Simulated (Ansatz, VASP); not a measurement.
# One calculation of Sb, two programs

The input POSCAR:

```
Sb
1.0
   -1.8713408863      1.8713408863      1.8713408863
    1.8713408863     -1.8713408863      1.8713408863
    1.8713408863      1.8713408863     -1.8713408863
Sb
1
Direct
    0.0000000000      0.0000000000      0.0000000000
```

File INCAR.step1:

```
  PREC = Accurate
  ENCUT = 520
  EDIFF = 1E-5
  ISMEAR = -1
  SIGMA = 0.05
  LREAL = False
  LASPH = True
  NELM = 60
  ALGO = Normal
  ISIF = 2
  LWAVE = True
  LCHARG = False
  NBANDS = 8
  GGA = PE
```

Contents of INCAR.step2:

```
  PREC = Accurate
  ENCUT = 520
  EDIFF = 1E-7
  ISMEAR = -1
  SIGMA = 0.05
  LREAL = False
  LASPH = True
  NELM = 60
  ALGO = Normal
  ISIF = 2
  LWAVE = False
  LCHARG = False
  GGA = PE
  LHFCALC = True
  AEXX = 0.5
  HFSCREEN = 0.2078699
  PRECFOCK = Normal
  NBANDS = 8
  ISTART = 1
```

KPOINTS

```
regular mesh
0
Gamma
  6 6 6
```

File input.yaml:

```yaml
crystal:
  lattice:
    - [-1.8713408863, 1.8713408863, 1.8713408863]
    - [1.8713408863, -1.8713408863, 1.8713408863]
    - [1.8713408863, 1.8713408863, -1.8713408863]
  atoms:
    - { symbol: Sb, position: [0.0, 0.0, 0.0] }
hamiltonian:
  xc:
    exchange: pbe
    correlation: pbe
    exx: { coeff: 0.5, omega: 0.2078699 }
  pseudopotentials: { kind: paw }
kpoints:
  mp_grid: { grid: [6, 6, 6] }
scf:
  occupations: { method: fermi_dirac, width: 0.05 }
output:
  forces: true
  stress: true
  eigenvalues: true
  write_density: true
  write_potential: true
  elf: true
  volumetric_format: npy
```

Alike in both runs: task single point; functional PBE-based screened hybrid with a share of 0.5 of exact exchange and HFSCREEN = 0.2078699; k mesh 6 × 6 × 6; occupations fermi-dirac, width 0.05 eV; no spin polarisation.

```csv
,VASP,Ansatz
version,VASP 6.6.1,Ansatz 0.2.0
potentials or method,"VASP PAW PBE potentials, release 64 (Sb)",Ansatz PAW
plane-wave cutoff (eV),520,420
valence electrons in the cell,5,15
```

|  | VASP | Ansatz | Ansatz less VASP |
| --- | --- | --- | --- |
| gap on the k mesh at the Fermi level (eV) | none | none | - |
| pressure (GPa) | -4.7 | -0.9 | +3.84 |

VASP's potentials were made for PBE, not for PBE-based screened hybrid. A gap of «none» marks a metal or a gap that the smearing closes. With one functional, cell and mesh, what is left measures potentials, basis and numerics. VASP's potentials hold 5 valence electrons a cell and Ansatz's 15, so a difference there can come from the potentials and not from the codes.

The k mesh is coarse, so the values compare programs but aren't converged. Neither program's run includes spin-orbit coupling.
